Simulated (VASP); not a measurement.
Wanted: the native input for a VASP 6.6.1 run.

- Task: relaxation of cell and atoms
- Functional: PBEsol
- Potentials or basis: VASP PAW PBE potentials, release 64 (B)
- Cutoff: 600 eV
- k mesh: 9 × 9 × 4
- Occupations: gaussian, width 0.1 eV
- Spin: no spin polarisation
- Dipole correction: no
- Further INCAR settings: ALGO = Normal; EDIFF = 1e-06; IBRION = 2; EDIFFG = -0.04; NSW = 90; ISIF = 3

The structure of B lies in POSCAR:

```
B
1.0
    2.3370407808      0.0000000000      0.0000000000
   -1.1685203904      2.0239366858      0.0000000000
    0.0000000000      0.0000000000      6.3651110696
B
4
Direct
    0.0000000000      0.0000000000      0.2500000000
    0.0000000000      0.0000000000      0.7500000000
    0.3333333333      0.6666666667      0.7500000000
    0.6666666667      0.3333333333      0.2500000000
```

This isn't the form of B at room conditions, which is rhombohedral.

One way to write it, as run:

INCAR

```
PREC     = Accurate       # precision mode
ENCUT    = 600            # plane-wave cutoff, eV
EDIFF    = 1E-6           # SCF threshold, eV
ISMEAR   = 0              # smearing method
SIGMA    = 0.1            # smearing width, eV
LREAL    = F              # projectors in reciprocal space
LASPH    = T              # aspherical terms in the spheres
NELM     = 80             # most SCF steps
ALGO     = Normal         # electronic algorithm
ISIF     = 3              # what is computed and relaxed
LWAVE    = F              # write WAVECAR
LCHARG   = F              # write CHGCAR
GGA      = PS             # functional
IBRION   = 2              # ionic algorithm
NSW      = 90             # ionic steps
EDIFFG   = -0.04          # ionic threshold
```

KPOINTS

```
Automatic mesh
0
Gamma
  9 9 4
```

Potentials or basis: VASP PAW PBE potentials, release 64 (B).

Run with:

```bash
$ cat potpaw_PBE.64/B/POTCAR > POTCAR
$ mpirun -np 1 vasp_std > vasp.out
```

Results of the run:

* Relaxed volume: 7.72 Å³/atom
* Relaxed cell: a = 2.981 Å, b = 2.981 Å, c = 4.011 Å, α = 90.00°, β = 90.00°, γ = 120.00°
* Space group after relaxing (to 0.1 Å): P6_3/mmc (No. 194)
* Pressure after relaxing: 0.3 GPa
* Band gap on the k mesh: zero (bands 6 and 7 overlap by 3.47 eV)

Caveat: a cell axis changed by over 15 % at a fixed basis, so the end point is rough; the PAW data sets were made with another functional, which shifts forces and pressure a little.

It took 58 s on 1 thread of Intel(R) Xeon(R) 6975P-C (Granite Rapids), with other jobs on the host, peak memory 0.14 GiB.
